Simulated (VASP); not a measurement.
Input of a VASP 6.6.1 run:

The input INCAR:

```
ALGO = Normal ; EDIFF = 1E-6
ENCUT = 520 ; GGA = PS
ISIF = 2 ; ISMEAR = 0
LASPH = T ; LCHARG = F
LREAL = F ; LWAVE = F
NBANDS = 23 ; NELM = 60
PREC = Accurate ; SIGMA = 0.1
```

Contents of KPOINTS:

```
k-points
0
Gamma
  18 18 8
```

The input POSCAR:

```
HfN
1.0
    3.1277072714      0.0000000000      0.0000000000
   -1.5638536357      2.7086739526      0.0000000000
    0.0000000000      0.0000000000      5.3909358698
Hf N
2 2
Direct
    0.6666666667      0.3333333333      0.7500000000
    0.3333333333      0.6666666667      0.2500000000
    0.0000000000      0.0000000000      0.0000000000
    0.0000000000      0.0000000000      0.5000000000
```

Potentials or basis: VASP PAW PBE potentials, release 64 (Hf_pv, N).

Run with:

```bash
$ cat potpaw_PBE.64/Hf_pv/POTCAR potpaw_PBE.64/N/POTCAR > POTCAR
$ mpirun -np 1 vasp_std > vasp.out
```

**Question.** What does it give for the band gap on the k mesh?

**Answer.** Zero (bands 15 and 16 overlap by 2.35 eV).

**Question.** What does it give for the pressure?

**Answer.** -2.1 GPa.

Stress tensor (GPa, compression positive):
```
-2.13  0.00  0.00
 0.00 -2.13  0.00
 0.00  0.00 -2.02
```

Caveat: the PAW data sets were made with another functional, which shifts forces and pressure a little; spin-orbit coupling is left out, which moves the levels of the heavy elements.
